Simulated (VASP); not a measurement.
# Ga (Cmcm) in VASP: a series of runs

Runs on Ga. Level: PBE. Tasks: single point.

Everything below comes from runs of VASP 6.6.1. Logs are shortened: lines on timing, memory, paths and dates and some standing lists are left out, and cuts for length are marked.

## Step 1: The cell of the first run

It takes space group Cmcm (No. 63, orthorhombic). The conventional cell has a = 2.803 Å, b = 8.075 Å, c = 3.383 Å, α = 90.00°, β = 90.00°, γ = 90.00°. Ga (site symmetry m2m) has 10 Ga at 2.75 to 3.38 Å within 3.6 Å.

## Step 2: Single point, PBE

INCAR reads:

```
SYSTEM = Ga
PREC = Accurate ; ENCUT = 520
EDIFF = 1E-7 ; ISMEAR = 0
SIGMA = 0.1 ; LREAL = .False.
LASPH = .True. ; NELM = 100
ALGO = Normal ; ISIF = 2
LWAVE = .False. ; LCHARG = .False.
GGA = PE ; NBANDS = 20
ISYM = 0
```

KPOINTS reads:

```
Automatic mesh
0
Gamma
  13 9 10
  0 0 0
```

POSCAR reads:

```
Ga
1.0
    2.8032310441      0.0000000000      0.0000000000
   -1.4016155221      4.0376642742      0.0000000000
    0.0000000000      0.0000000000      3.3826703532
Ga
2
Direct
    0.8659738062      0.7319476125      0.2500000000
    0.1340261938      0.2680523875      0.7500000000
```

Potentials or basis: VASP PAW PBE potentials, release 64 (Ga_d).

Started as:

```
$ cat potpaw_PBE.64/Ga_d/POTCAR > POTCAR
$ mpirun -np 1 vasp_std > vasp.out
```

OUTCAR:

```text
SYSTEM = Ga
   PREC = Accurate
   ENCUT = 520
   EDIFF = 1E-7
   ISMEAR = 0
   LREAL = .False.
   LASPH = .True.
   NELM = 100
   ISIF = 2
   GGA = PE
   ISYM = 0

 ion  position               nearest neighbor table
   1  0.866  0.732  0.250-   2 2.75   2 2.75   2 2.89   2 2.89   2 2.89   2 2.89
   2  0.134  0.268  0.750-   1 2.75   1 2.75   1 2.89   1 2.89   1 2.89   1 2.89

IMPORTANT INFORMATION: All symmetrisations will be switched off!
NOSYMM: (Re-)initialisation of all symmetry stuff for point group C_1.

----------------------------------------------------------------------------------------

                                     Primitive cell

  volume of cell :      38.2868

  direct lattice vectors                    reciprocal lattice vectors
     2.803231044  0.000000000  0.000000000     0.356731209  0.123833971  0.000000000
    -1.401615522  4.037664274  0.000000000     0.000000000  0.247667942  0.000000000
     0.000000000  0.000000000  3.382670353     0.000000000  0.000000000  0.295624431

  length of vectors
     2.803231044  4.274021392  3.382670353     0.377613570  0.247667942  0.295624431

  position of ions in fractional coordinates (direct lattice)
     0.865973806  0.731947613  0.250000000
     0.134026194  0.268052387  0.750000000

  ion indices of the primitive-cell ions
   primitive index   ion index
                 1           1
                 2           2

----------------------------------------------------------------------------------------

 KPOINTS: Automatic mesh

Automatic generation of k-mesh.
 Grid dimensions read from file:
 generate k-points for:   13    9   10

 Generating k-lattice:

  Cartesian coordinates                     Fractional coordinates (reciprocal lattice)
     0.027440862  0.009525690  0.000000000     0.076923077  0.000000000  0.000000000
     0.000000000  0.027518660  0.000000000     0.000000000  0.111111111  0.000000000
     0.000000000  0.000000000  0.029562443     0.000000000  0.000000000  0.100000000

  Length of vectors
     0.029047198  0.027518660  0.029562443

  Shift w.r.t. Gamma in fractional coordinates (k-lattice)
     0.000000000  0.000000000  0.000000000

 -----------------------------------------------------------------------------
|                                                                             |
|           W    W    AA    RRRRR   N    N  II  N    N   GGGG   !!!           |
|           W    W   A  A   R    R  NN   N  II  NN   N  G    G  !!!           |
|           W    W  A    A  R    R  N N  N  II  N N  N  G       !!!           |
|           W WW W  AAAAAA  RRRRR   N  N N  II  N  N N  G  GGG   !            |
[... 69 lines left out ...]
   NSW    =      0    number of steps for IOM
   IBRION =     -1    ionic relax: 0-MD 1-quasi-New 2-CG
   NFREE  =      0    steps in history (QN), initial steepest desc. (CG)
   ISIF   =      2    stress and relaxation
   ISYM   =      0    0-nonsym 1-usesym 2-fastsym
   POTIM  = 0.5000    time-step for ionic-motion
   TEBEG  =    0.0;   TEEND  =   0.0 temperature during run
   PSTRESS=    0.0 pullay stress
   NELECT =      26.0000    total number of electrons
   NUPDOWN=      -1.0000    fix difference up-down
   EMIN   =  10.00;   EMAX   =-10.00  energy-range for DOS
   EFERMI =   0.00;   METHOD = LEGACY
   ISMEAR =     0;   SIGMA  =   0.10  broadening in eV -4-tet -1-fermi 0-gaus
   EFERMI_NEDOS =   21; number of points for ismear=-14 and -15
   IALGO  =     38    algorithm
   IMIX   =      4    mixing-type and parameters
     AMIX     =   0.40;   BMIX     =  1.00
     AMIX_MAG =   1.60;   BMIX_MAG =  1.00
  volume/ion in A,a.u.               =      19.14       129.19
  Fermi-wavevector in a.u.,A,eV,Ry     =   1.438963  2.719246 28.172429  2.070615
  Thomas-Fermi vector in A             =   2.557872
   LORBIT       =      0    0 simple, 1 ext, 2 COOP (PROOUT), +10 PAW based schemes
   GGA     = PE    functional components
   LHFCALC =     F    Hartree Fock is set to
   AEXX    =    0.0000 exact exchange contribution
   IVDW    =     0    specifies the selected vdW correction
   LEPSILON=     F    determine dielectric tensor
   LRPA    =     F    only Hartree local field effects (RPA)
 non-spin polarized calculation
 Gauss-broadening in eV      SIGMA  =   0.10
  energy-cutoff  :      520.00
  volume of cell :       38.29
 maximum number of plane-waves:      1050
 NGX is ok and might be reduce to    24
   NGX = 11   NGY = 15   NGZ = 13

 number of electron      26.0000012 magnetization

 Free energy of the ion-electron system (eV)
  ---------------------------------------------------
  ext. energy  EPLUGINS =         0.00000000
  ---------------------------------------------------
  free energy    TOTEN  =        -5.79048863 eV

  energy without entropy =       -5.78683831  energy(sigma->0) =       -5.78866347

 E-fermi :   5.3385     XC(G=0): -10.8970

 val. band max:        5.3285668115   @ k =   0.3846   0.1111   0.4000
 cond. band min:       5.3555951266   @ k =   0.3846  -0.4444   0.3000
 fundamental gap:      0.0270283151
 Fermi energy:         5.3384565102

 k-point     1 :       0.0000    0.0000    0.0000
  band No.  band energies     occupation
      1      -9.7524      2.00000
      2      -9.7471      2.00000
      3      -9.6979      2.00000
      4      -9.6919      2.00000
      5      -9.4500      2.00000
      6      -9.4477      2.00000
[... 541 lines left out ...]
     19      14.7111      0.00000
     20      18.2603      0.00000

 [... further k-points ...]

------------------------ aborting loop because EDIFF is reached ----------------------------------------

  FORCE on cell =-STRESS in cart. coord.  units (eV):
  Direction    XX          YY          ZZ          XY          YZ          ZX
  --------------------------------------------------------------------------------------
  -------------------------------------------------------------------------------------
  Total       -0.0129648      0.0527379      0.0389236     -0.0722881     -0.0000017     -0.0000005
  in kB       -0.5425366      2.2069080      1.6288258     -3.0250205     -0.0000696     -0.0000199
  external PRESSURE =       1.0977324 kB  Pullay stress =       0.0000000 kB

 VOLUME and BASIS-vectors are now :
 -----------------------------------------------------------------------------
  energy-cutoff  :      520.00
  volume of cell :       38.29
      direct lattice vectors                 reciprocal lattice vectors
     2.803231044  0.000000000  0.000000000     0.356731209  0.123833971  0.000000000
    -1.401615522  4.037664274  0.000000000     0.000000000  0.247667942  0.000000000
     0.000000000  0.000000000  3.382670353     0.000000000  0.000000000  0.295624431

 POSITION                                       TOTAL-FORCE (eV/Angst)
 -----------------------------------------------------------------------------------
      1.40162      2.95536      0.84567        -0.000078     -0.001149     -0.000001
      0.00000      1.08231      2.53700         0.000078      0.001149      0.000001
 -----------------------------------------------------------------------------------
    total drift:                                0.000002      0.000001     -0.000001

  FREE ENERGIE OF THE ION-ELECTRON SYSTEM (eV)
  ---------------------------------------------------
  free  energy   TOTEN  =        -5.7904886312 eV

  energy  without entropy=       -5.7868383149  energy(sigma->0) =       -5.78866347
```

OSZICAR:

```text
N       E                     dE             d eps       ncg     rms          rms(c)
DAV:   1     0.131573935373E+03    0.13157E+03   -0.13265E+04 24604   0.244E+03
DAV:   2     0.569545565999E+01   -0.12588E+03   -0.12278E+03 24200   0.384E+02
DAV:   3    -0.566400674577E+01   -0.11359E+02   -0.11303E+02 26400   0.945E+01
DAV:   4    -0.583681073010E+01   -0.17280E+00   -0.17272E+00 26780   0.128E+01
DAV:   5    -0.583970825618E+01   -0.28975E-02   -0.28974E-02 26820   0.164E+00    0.135E+00
DAV:   6    -0.579879922713E+01    0.40909E-01   -0.84139E-02 31696   0.472E+00    0.705E-01
DAV:   7    -0.579128013014E+01    0.75191E-02   -0.16897E-02 33256   0.176E+00    0.197E-01
DAV:   8    -0.579046967608E+01    0.81045E-03   -0.21024E-03 25400   0.637E-01    0.187E-02
DAV:   9    -0.579048843351E+01   -0.18757E-04   -0.91424E-05 26700   0.964E-02    0.679E-03
DAV:  10    -0.579048893206E+01   -0.49855E-06   -0.55748E-06 26684   0.278E-02    0.103E-03
DAV:  11    -0.579048866949E+01    0.26257E-06   -0.49045E-07 26132   0.972E-03    0.567E-04
DAV:  12    -0.579048863119E+01    0.38298E-07   -0.46703E-08 14472   0.354E-03
   1 F= -.57904886E+01 E0= -.57886635E+01  d E =-.365032E-02
```

stdout:

```text
POSCAR found type information on POSCAR Ga
 POSCAR found :  1 types and       2 ions
 scaLAPACK will be used
 LDA part: xc-table for (Slater+PW92), standard interpolation
 -----------------------------------------------------------------------------
|                                                                             |
|           W    W    AA    RRRRR   N    N  II  N    N   GGGG   !!!           |
|           W    W   A  A   R    R  NN   N  II  NN   N  G    G  !!!           |
|           W    W  A    A  R    R  N N  N  II  N N  N  G       !!!           |
|           W WW W  AAAAAA  RRRRR   N  N N  II  N  N N  G  GGG   !            |
|           WW  WW  A    A  R   R   N   NN  II  N   NN  G    G                |
|           W    W  A    A  R    R  N    N  II  N    N   GGGG   !!!           |
|                                                                             |
|     Your reciprocal lattice and k-lattice belong to different lattice       |
|     classes:                                                                |
|                                                                             |
|        The reciprocal lattice is base centered orthorhombic,                |
|        whereas your k-lattice is simple monoclinic.                         |
|                                                                             |
|     Results are often still useful ...                                      |
|                                                                             |
 -----------------------------------------------------------------------------

 POSCAR, INCAR and KPOINTS ok, starting setup
 FFT: planning ... GRIDC
 FFT: planning ... GRID_SOFT
 FFT: planning ... GRID
 WAVECAR not read
 entering main loop
```

Wall time 4.5 min (1 thread of AMD EPYC 7R13 (Zen 3), shared host); peak memory 0.41 GiB.

What came out:

```yaml
Free_energy: -5.7905 eV
Pressure: 0.1 GPa
Band_gap_on_the_k_mesh: zero (bands 13 and 14 overlap by 7.81 eV)
```

Stress tensor (GPa, compression positive):
```
-0.05 -0.30  0.00
-0.30  0.22  0.00
 0.00  0.00  0.16
```

Levels at points of the mesh, in eV from the Fermi level:
```tsv
k point	band 9	band 10	band 11	band 12	band 13	band 14	band 15	band 16	band 17	band 18
(0.00, 0.00, 0.00)	-14.73	-14.61	-10.98	-1.84	-1.56	1.51	5.27	9.23	10.02	10.24
(0.00, 0.00, 0.50)	-14.67	-14.67	-7.65	-7.65	1.74	1.74	2.60	2.60	11.29	11.29
```

## Step 3: Single point, PBE (strained and its atoms moved)

INCAR reads:

```
  PREC = Accurate
  ENCUT = 520
  EDIFF = 1E-7
  ISMEAR = 0
  SIGMA = 0.1
  LREAL = F
  LASPH = T
  NELM = 60
  ALGO = Fast
  ISIF = 2
  LWAVE = F
  LCHARG = F
  GGA = PE
  NBANDS = 20
```

KPOINTS reads:

```
Automatic mesh
0
Gamma
  16 16 14
```

POSCAR reads:

```
Ga
1.0
    1.5508620000     -4.2551200500      0.0000000000
    1.5508620000      4.2551200500      0.0000000000
    0.0000000000      0.0000000000      3.2725495000
Ga
2
Direct
    0.8743800738      0.1256199262      0.2500000000
    0.1256199262      0.8743800738      0.7500000000
```

Potentials or basis: VASP PAW PBE potentials, release 64 (Ga_d).

Started as:

```
$ cat potpaw_PBE.64/Ga_d/POTCAR > POTCAR
$ mpirun -np 1 vasp_std > vasp.out
```

It took 11 min on 1 thread of Intel Xeon 8259CL, shared host; peak memory 0.49 GiB.

Results (log left out):

```
Free energy            : -5.6476 eV
Pressure               : -3.3 GPa
Largest force          : 0.585 eV/Å
Band gap on the k mesh : zero (bands 13 and 14 overlap by 8.36 eV)
```

Forces in eV/Å, atoms in the order of the input:
```
Ga   0.000  0.585  0.000
Ga   0.000 -0.585  0.000
```

Stress tensor (GPa, compression positive):
```
-5.76  0.00  0.00
 0.00 -1.85  0.00
 0.00  0.00 -2.15
```

Levels at points of the mesh, in eV from the Fermi level:
| k point | band 10 | band 11 | band 12 | band 13 | band 14 | band 15 | band 16 | band 17 |
| --- | --- | --- | --- | --- | --- | --- | --- | --- |
| (0.00, 0.00, 0.00) | -14.60 | -10.18 | -1.89 | -1.82 | 3.10 | 6.62 | 6.89 | 6.98 |
| (0.50, 0.00, 0.00) | -14.64 | -6.69 | -4.73 | -1.34 | -0.81 | 5.59 | 6.00 | 8.14 |
| (0.50, 0.50, 0.00) | -14.68 | -8.18 | -7.99 | 4.75 | 5.27 | 5.51 | 6.25 | 6.76 |
| (0.00, 0.00, 0.50) | -14.70 | -6.66 | -6.66 | 1.91 | 1.91 | 2.24 | 2.24 | 8.76 |
| (0.50, 0.00, 0.50) | -14.66 | -3.29 | -3.29 | -1.16 | -1.16 | 1.66 | 1.66 | 4.07 |
| (0.50, 0.50, 0.50) | -14.71 | -5.16 | -5.16 | -3.58 | -3.58 | 8.15 | 8.15 | 10.14 |

Caveat: the cell differs from its parent crystal (strained and its atoms moved); the cell stands under tension.
